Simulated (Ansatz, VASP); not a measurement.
LiNbO3: VASP beside Ansatz

Contents of INCAR:

```
SYSTEM = LiNbO3
ALGO = Normal ; EDIFF = 1E-7
ENCUT = 520 ; GGA = PE
ISIF = 2 ; ISMEAR = 0
LASPH = .True. ; LCHARG = .False.
LREAL = .False. ; LWAVE = .False.
NBANDS = 45 ; NELM = 60
PREC = Accurate ; SIGMA = 0.05
```

File KPOINTS:

```
k-points
0
Gamma
  6 6 6
  0 0 0
```

POSCAR

```
LiNbO3
1.0
    2.5048192932      1.4461580933      4.9986173815
   -2.5048192932      1.4461580933      4.9986173815
    0.0000000000     -2.8923161864      4.9986173816
Li Nb O
2 2 6
Direct
    0.2500000000      0.2500000000      0.2500000000
    0.7500000000      0.7500000000      0.7500000000
    0.0000000000      0.0000000000      0.0000000000
    0.5000000000      0.5000000000      0.5000000000
    0.1399083177      0.3600916823      0.7500000000
    0.7500000000      0.1399083177      0.3600916823
    0.3600916823      0.7500000000      0.1399083177
    0.8600916823      0.6399083177      0.2500000000
    0.2500000000      0.8600916823      0.6399083177
    0.6399083177      0.2500000000      0.8600916823
```

Input for Ansatz:

```yaml
crystal:
  lattice:
    - [2.5048192932, 1.4461580933, 4.9986173815]
    - [-2.5048192932, 1.4461580933, 4.9986173815]
    - [0.0, -2.8923161864, 4.9986173816]
  atoms:
    - { symbol: Li, position: [0.25, 0.25, 0.25] }
    - { symbol: Li, position: [0.75, 0.75, 0.75] }
    - { symbol: Nb, position: [0.0, 0.0, 0.0] }
    - { symbol: Nb, position: [0.5, 0.5, 0.5] }
    - { symbol: O, position: [0.1399083177, 0.3600916823, 0.75] }
    - { symbol: O, position: [0.75, 0.1399083177, 0.3600916823] }
    - { symbol: O, position: [0.3600916823, 0.75, 0.1399083177] }
    - { symbol: O, position: [0.8600916823, 0.6399083177, 0.25] }
    - { symbol: O, position: [0.25, 0.8600916823, 0.6399083177] }
    - { symbol: O, position: [0.6399083177, 0.25, 0.8600916823] }
basis:
  ecutwfc: 520.0
kpoints:
  mp_grid: { grid: [6, 6, 6] }
hamiltonian:
  xc: pbe
  pseudopotentials: { kind: paw, azcp: { folder: soft_1 } }
scf:
  occupations: { method: gaussian, width: 0.05 }
output:
  forces: true
  stress: true
  eigenvalues: true
  write_density: true
  write_potential: true
  elf: true
  volumetric_format: npy
```

Alike in both runs: task single point; functional PBE; k mesh 6 × 6 × 6; occupations gaussian, width 0.05 eV; no spin polarisation.

|  | VASP | Ansatz |
| --- | --- | --- |
| version | VASP 6.6.1 | Ansatz 0.2.0 |
| potentials or method | VASP PAW PBE potentials, release 64 (Li_sv, Nb_sv, O), cutoff 520 eV | scalar-relativistic, plane waves, PAW |
| valence electrons in the cell | 68 | 68 |

|  | VASP | Ansatz | Ansatz less VASP |
| --- | --- | --- | --- |
| gap on the k mesh at the Fermi level (eV) | 2.14 | 2.16 | +0.019 |
| least direct gap on the mesh (eV) | 2.26 | 2.27 | +0.017 |
| rms of the force components (eV/Å) | 0.223 | 0.233 | +0.0100 |

Atom by atom the forces differ by 0.010 eV/Å (rms over components). With one functional, cell and mesh, what is left measures potentials, basis and numerics.

Noted on VASP's run: the cutoff is short for stress, so the pressure is rough.
